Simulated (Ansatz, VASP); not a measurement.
## NaF: VASP beside Ansatz

```
CELL_PARAMETERS angstrom
0.00000 2.29724 2.29724
2.32067 0.00000 2.29724
2.32067 2.29724 0.00000
ATOMIC_POSITIONS crystal
Na 0.00000 0.00000 0.00000
F 0.50000 0.50000 0.50000
```

Change from the starting cell: uniaxial_x strain +1.0%.

Alike in both runs: task single point; functional r2SCAN; k mesh 10 × 10 × 10; no spin polarisation.

|  | VASP | Ansatz |
| --- | --- | --- |
| version | VASP 6.6.1 | Ansatz 0.2.0 |
| potentials or method | VASP PAW PBE potentials, release 64 (Na_pv, F) | plane waves, PAW |
| plane-wave cutoff (eV) | 520 | 500 |
| occupations | gaussian, width 0.01 eV | fixed |
| valence electrons in the cell | 14 | 16 |

```tsv
	VASP	Ansatz	Ansatz less VASP
gap on the k mesh at the Fermi level (eV)	7.26	7.22	-0.039
pressure (GPa)	-1.3	-0.5	+0.75
traceless stress, the component that is largest in VASP (GPa)	-0.51	-0.60	-0.094
```

VASP's potentials were made for PBE, not for r2SCAN. VASP's potentials hold 14 valence electrons a cell and Ansatz's 16, so a difference there can come from the potentials and not from the codes.
